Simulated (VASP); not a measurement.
Here is a VASP 6.6.1 calculation.

The input POSCAR:

```
KF
1.0
    0.0000000000      2.6893439029      2.6893439029
    2.6893439029      0.0000000000      2.6893439029
    2.6893439029      2.6893439029      0.0000000000
K F
1 1
Direct
    0.0000000000      0.0000000000      0.0000000000
    0.5000000000      0.5000000000      0.5000000000
```

File INCAR.step1:

```
PREC = Accurate ; ENCUT = 520
ISMEAR = -1 ; SIGMA = 0.02
LREAL = False ; LASPH = True
NELM = 100 ; NBANDS = 15
GGA = PE ; ALGO = Normal
EDIFF = 1E-4 ; LWAVE = True
LCHARG = False
```

Contents of INCAR.step2:

```
PREC = Accurate ; ENCUT = 520
EDIFF = 1E-8 ; ISMEAR = -1
SIGMA = 0.02 ; LREAL = False
LASPH = True ; NELM = 100
ALGO = Normal ; ISIF = 2
LWAVE = False ; LCHARG = False
METAGGA = R2SCAN ; LMIXTAU = True
LEFG = True ; NBANDS = 15
ISTART = 1
```

Contents of KPOINTS:

```
Automatic mesh
0
Gamma
  9 9 9
```

Potentials or basis: VASP PAW PBE potentials, release 64 (K_sv, F).

Run with:

```console
$ cat potpaw_PBE.64/K_sv/POTCAR potpaw_PBE.64/F/POTCAR > POTCAR
$ cp INCAR.step1 INCAR
$ mpirun -np 1 vasp_std > vasp.out
$ cp INCAR.step2 INCAR
$ mpirun -np 1 vasp_std > vasp.out
```

(1) Estimate the band gap on the k mesh.

(2) Estimate the pressure.

## Answers

(1) 6.73 eV, direct.

(2) -1.2 GPa.

Caveat: without QUAD_EFG the Cq values of the log hold for a quadrupole moment of 1 mb, not for the nuclei; the PAW data sets were made with another functional, which shifts forces and pressure a little.
